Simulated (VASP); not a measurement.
Runs of VASP 6.6.1 on Si. The structure is that of space group Fm-3m (No. 225), or close to it. The cells are those of the table. 

```csv
task,cell,k mesh,cutoff (eV),gap on the mesh (eV),pressure (GPa)
single point,"a = 2.974 Å, angles 60.0°, 1 atom",15 × 15 × 15,520,none,-4.4
single point,"a = 2.825 Å, angles 60.0°, 1 atom",15 × 15 × 15,520,none,2.7
single point,"a = 2.938 Å, angles 60.0°, 1 atom",15 × 15 × 15,520,none,(b)
single point,"a = 2.864 Å, angles 60.0°, 1 atom",15 × 15 × 15,520,none,0.3
single point,"a = 2.864 Å, angles 60.0°, 1 atom",14 × 14 × 14,520,none,0.3
single point,"a = 2.785 Å, angles 60.0°, 1 atom",15 × 15 × 15,520,none,5.5
single point,"a = 2.901 Å, angles 60.0°, 1 atom",15 × 15 × 15,520,none,(a)
relaxation of cell and atoms,"relaxed from a = 2.769 Å, angles 60.0°, 1 atom",14 × 14 × 14,600,none,0.0
single point,"a = 2.864 Å, angles 60.0°, 1 atom",22 × 22 × 22,520,none,0.3
single point,"a = 2.744 Å, angles 60.0°, 1 atom",15 × 15 × 15,520,none,9.0
```

Alike in all rows: level BLYP; potentials or basis VASP PAW PBE potentials, release 64 (Si); no spin polarisation; smearing fermi-dirac 0.1 eV.

Q: Fill in the values left out.

A: (a) -1.5; (b) -3.1.

Caveats: the PAW data sets were made with another functional, which shifts forces and pressure a little.

A gap of «none» marks levels without a gap at the run's occupations.
